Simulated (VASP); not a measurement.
A run of VASP 6.6.1:

INCAR

```
SYSTEM = MoS2
PREC     = Accurate       ! precision mode
ENCUT    = 520            ! plane-wave cutoff, eV
EDIFF    = 1E-7           ! SCF threshold, eV
ISMEAR   = 0              ! smearing method
SIGMA    = 0.02           ! smearing width, eV
LREAL    = .False.        ! projectors in reciprocal space
LASPH    = .True.         ! aspherical terms in the spheres
NELM     = 100            ! most SCF steps
ALGO     = Normal         ! electronic algorithm
ISIF     = 2              ! what is computed and relaxed
LWAVE    = .False.        ! write WAVECAR
LCHARG   = .False.        ! write CHGCAR
GGA      = PE             ! functional
NBANDS   = 20             ! bands
```

Contents of KPOINTS:

```
regular mesh
0
Gamma
  12 12 12
  0 0 0
```

POSCAR

```
MoS2
1.0
    1.5925883271      0.9194812993      7.4383316918
   -1.5925883271      0.9194812993      7.4383316918
    0.0000000000     -1.8389625987      7.4383316918
Mo S
1 2
Direct
    0.9997777586      0.9997777586      0.9997777586
    0.4031330892      0.4031330892      0.4031330892
    0.2630901522      0.2630901522      0.2630901522
```

Potentials or basis: VASP PAW PBE potentials, release 64 (Mo_sv, S).

Run with:

```bash
$ cat potpaw_PBE.64/Mo_sv/POTCAR potpaw_PBE.64/S/POTCAR > POTCAR
$ mpirun -np 1 vasp_std > vasp.out
```

Hardware: 1 thread of Intel(R) Xeon(R) 6975P-C (Granite Rapids), on a shared host.

Question: How long does it take, and how much memory?

Answer: Wall time 10 min on 1 thread of Intel(R) Xeon(R) 6975P-C (Granite Rapids), with other jobs on the host, peak memory 0.61 GiB. Counts: scf iterations 16, k points 189.
